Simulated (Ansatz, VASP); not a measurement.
## Two plane-wave programs on BAs

```
B As
1.0
     0.00000    2.39187    2.39187
     2.39187    0.00000    2.39187
     2.39187    2.39187    0.00000
B As
1 1
Direct
  0.00000 0.00000 0.00000
  0.25000 0.25000 0.25000
```

Alike in both runs: task single point; functional r2SCAN; k mesh 4 × 4 × 4; no spin polarisation.

|  | VASP | Ansatz |
| --- | --- | --- |
| version | VASP 6.6.1 | Ansatz 0.2.0 |
| potentials or method | VASP PAW PBE potentials, release 64 (B, As) | plane waves, PAW |
| plane-wave cutoff (eV) | 550 | 500 |
| occupations | gaussian, width 0.01 eV | fixed |
| valence electrons in the cell | 8 | 18 |

```tsv
	VASP	Ansatz	Ansatz less VASP
gap on the k mesh at the Fermi level (eV)	1.60	1.60	-0.001
```

VASP's potentials were made for PBE, not for r2SCAN. VASP's potentials hold 8 valence electrons a cell and Ansatz's 18, so a difference there can come from the potentials and not from the codes.

The k mesh is coarse, so the values compare programs but aren't converged.
